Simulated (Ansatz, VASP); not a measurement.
# CaO in VASP and in Ansatz

```
Ca O
1.0
     0.00000    2.39755    2.39755
     2.39755    0.00000    2.39755
     2.39755    2.39755    0.00000
Ca O
1 1
Cartesian
  0.0000 0.0000 0.0000
  2.3976 2.3976 2.3976
```

Alike in both runs: task single point; functional r2SCAN; dispersion D4; k mesh 6 × 6 × 6; no spin polarisation.

|  | VASP | Ansatz |
| --- | --- | --- |
| version | VASP 6.6.1 | Ansatz 0.2.0 |
| potentials or method | VASP PAW PBE potentials, release 64 (Ca_sv, O_h) | plane waves |
| plane-wave cutoff (eV) | 1480 | 500 |
| occupations | gaussian, width 0.01 eV | fixed |
| valence electrons in the cell | 16 | 16 |

|  | VASP | Ansatz | Ansatz less VASP |
| --- | --- | --- | --- |
| gap on the k mesh at the Fermi level (eV) | 4.19 | 4.20 | +0.007 |
| pressure (GPa) | 0.2 | -0.8 | -0.99 |

VASP's potentials were made for PBE, not for r2SCAN.
